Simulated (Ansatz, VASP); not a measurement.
Si2Cl: VASP beside Ansatz

File INCAR:

```
SYSTEM = Si2Cl
PREC = Accurate ; ENCUT = 600
EDIFF = 1E-7 ; ISMEAR = 0
SIGMA = 0.1 ; LREAL = .False.
LASPH = .True. ; NELM = 100
ALGO = Normal ; ISIF = 3
LWAVE = .False. ; LCHARG = .False.
GGA = PE ; IBRION = 2
NSW = 90 ; EDIFFG = -0.04
```

The input KPOINTS:

```
regular mesh
0
Gamma
  6 6 6
  0 0 0
```

The input POSCAR:

```
Si2Cl
1.0
    2.0405060500      1.1780867200      3.3572728000
   -2.0405060500      1.1780867200      3.3572728000
    0.0000000000     -2.3561734300      3.3572728000
Si Cl
2 1
Direct
    0.2487566200      0.2487566200      0.2487566200
    0.7512433800      0.7512433800      0.7512433800
    0.0000000000      0.0000000000      0.0000000000
```

Input for Ansatz:

```yaml
crystal:
  lattice:
    - [2.04050605, 1.17808672, 3.3572728]
    - [-2.04050605, 1.17808672, 3.3572728]
    - [0.0, -2.35617343, 3.3572728]
  atoms:
    - { symbol: Si, position: [0.24875662, 0.24875662, 0.24875662] }
    - { symbol: Si, position: [0.75124338, 0.75124338, 0.75124338] }
    - { symbol: Cl, position: [0.0, 0.0, 0.0] }
basis:
  ecutwfc: 420
kpoints:
  mp_grid: { grid: [6, 6, 6] }
hamiltonian:
  xc: pbe
scf:
  occupations: { method: gaussian, width: 0.1 }
  lower_state_search: "off"
output:
  forces: true
  stress: true
  eigenvalues: true
relax:
  adjacent_minimum: "off"
  f_tol: 0.04
  max_steps: 70
  cell: { stress_tol: 0.4 }
```

Alike in both runs: task relaxation of cell and atoms; functional PBE; k mesh 6 × 6 × 6; occupations gaussian, width 0.1 eV; no spin polarisation.

```csv
,VASP,Ansatz
version,VASP 6.6.1,Ansatz 0.2.0
potentials or method,"VASP PAW PBE potentials, release 64 (Si, Cl), cutoff 600 eV","scalar-relativistic, plane waves, PAW"
valence electrons in the cell,15,15
```

```csv
,VASP,Ansatz,Ansatz less VASP
"gap on the k mesh at the Fermi level, each at its own relaxed structure (eV)",none,none,-
relaxed volume (Å³/atom),23.88,23.94,+0.054
relaxed cell length with the largest relative difference (Å),5.925,5.933,+0.0081
```

A gap of «none» marks a metal or a gap that the smearing closes.

Noted on VASP's run: the volume moved by over 15 % at a fixed basis, so the end points are rough.
